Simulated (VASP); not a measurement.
Input of a VASP 6.6.1 run:

INCAR

```
SYSTEM = Si
PREC = Accurate
ENCUT = 600
EDIFF = 1E-6
ISMEAR = 0
SIGMA = 0.1
LREAL = .FALSE.
LASPH = .TRUE.
NELM = 100
ALGO = Normal
ISIF = 3
LWAVE = .FALSE.
LCHARG = .FALSE.
GGA = PE
IBRION = 2
NSW = 100
EDIFFG = -0.01
```

Contents of KPOINTS:

```
regular mesh
0
G
  12 12 14
  0 0 0
```

POSCAR

```
Si
1.0
    3.8023005849      0.0000000000      0.0000000000
    0.0000000000      3.8023005849      0.0000000000
    0.0000000000      0.0000000000      3.3990552653
Si
3
Direct
    0.0000000000      0.5000000000      0.0000000000
    0.5000000000      0.0000000000      0.0000000000
    0.0000000000      0.0000000000      0.5000000000
```

Potentials or basis: VASP PAW PBE potentials, release 64 (Si).

Run with:

```sh
$ cat potpaw_PBE.64/Si/POTCAR > POTCAR
$ mpirun -np 1 vasp_std > vasp.out
```

**Question.** Estimate the relaxed volume.

**Answer.** 16.43 Å³/atom.

**Question.** Estimate the band gap on the k mesh.

**Answer.** Zero (bands 6 and 7 overlap by 5.92 eV).

**Question.** Estimate the space group after relaxing (to 0.1 Å).

**Answer.** P4/mmm (No. 123).

**Question.** Predict the relaxed cell.

**Answer.** a = 3.747 Å, b = 3.747 Å, c = 3.509 Å, α = 90.00°, β = 90.00°, γ = 90.00°.

Final structure:
```cif
data_structure
_symmetry_space_group_name_H-M 'P 1'
_symmetry_Int_Tables_number 1
_cell_length_a 3.7474
_cell_length_b 3.7474
_cell_length_c 3.5090
_cell_angle_alpha 90.000
_cell_angle_beta 90.000
_cell_angle_gamma 90.000
_cell_volume 49.28
loop_
_atom_site_label
_atom_site_type_symbol
_atom_site_fract_x
_atom_site_fract_y
_atom_site_fract_z
_atom_site_occupancy
Si1 Si 0.00000 0.50000 0.00000 1
Si2 Si 0.50000 0.00000 0.00000 1
Si3 Si 0.00000 0.00000 0.50000 1
```
